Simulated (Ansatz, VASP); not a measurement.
# Ga2P3: VASP beside Ansatz

```
Ga P
1.0
     3.59458    0.00000    0.00000
    -1.79729    3.11300    0.00000
     0.00000    0.00000    8.29630
Ga P
2 3
Direct
  0.33333 0.66667 0.16819
  0.66667 0.33333 0.83181
  0.00000 0.00000 0.00000
  0.33333 0.66667 0.57081
  0.66667 0.33333 0.42919
```

Alike in both runs: functional PBE; k mesh 6 × 6 × 4; occupations gaussian, width 0.1 eV; no spin polarisation.

Ansatz relaxed the structure, and its values are those at the end. VASP's run is a single point on that final structure, the one shown.

|  | VASP | Ansatz |
| --- | --- | --- |
| version | VASP 6.6.1 | Ansatz 0.2.0 |
| potentials or method | VASP PAW PBE potentials, release 64 (Ga_d, P), cutoff 520 eV | scalar-relativistic, plane waves, PAW |
| valence electrons in the cell | 41 | 41 |

|  | VASP | Ansatz | Ansatz less VASP |
| --- | --- | --- | --- |
| gap on the k mesh at the Fermi level (eV) | none | none | - |
| pressure (GPa) | 0.0 | 0.0 | +0.02 |
| rms of the force components (eV/Å) | 0.007 | 0.005 | -0.0028 |

A gap of «none» marks a metal or a gap that the smearing closes.
